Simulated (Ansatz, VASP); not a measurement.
**SnSe in VASP and in Ansatz**

```
Sn Se
1.0
    11.42000    0.00000    0.00000
     0.00000    4.19000    0.00000
     0.00000    0.00000    4.46000
Sn Se
4 4
Direct
  0.87700 0.75000 0.90900
  0.62300 0.25000 0.40900
  0.37700 0.75000 0.59100
  0.12300 0.25000 0.09100
  0.64300 0.75000 0.98400
  0.85700 0.25000 0.48400
  0.14300 0.75000 0.51600
  0.35700 0.25000 0.01600
```

Alike in both runs: functional BLYP; k mesh 3 × 6 × 6; occupations fermi-dirac, width 0.05 eV; no spin polarisation.

|  | VASP | Ansatz |
| --- | --- | --- |
| version | VASP 6.6.1 | Ansatz 0.2.0 |
| potentials or method | VASP PAW PBE potentials, release 64 (Sn_d, Se) | Ansatz PAW |
| plane-wave cutoff (eV) | 520 | 420 |
| valence electrons in the cell | 80 | 120 |
| task | single point | band structure |

```csv
,VASP,Ansatz,Ansatz less VASP
gap on the k mesh at the Fermi level (eV),0.65,0.66,+0.008
least direct gap on the mesh (eV),0.83,0.84,+0.015
pressure (GPa),6.7,6.5,-0.15
"traceless stress, the component that is largest in VASP (GPa)",2.04,2.01,-0.034
rms of the force components (eV/Å),0.205,0.190,-0.0146
```

VASP's potentials were made for PBE, not for BLYP. Atom by atom the forces differ by 0.017 eV/Å (rms over components). VASP's potentials hold 80 valence electrons a cell and Ansatz's 120, so a difference there can come from the potentials and not from the codes.
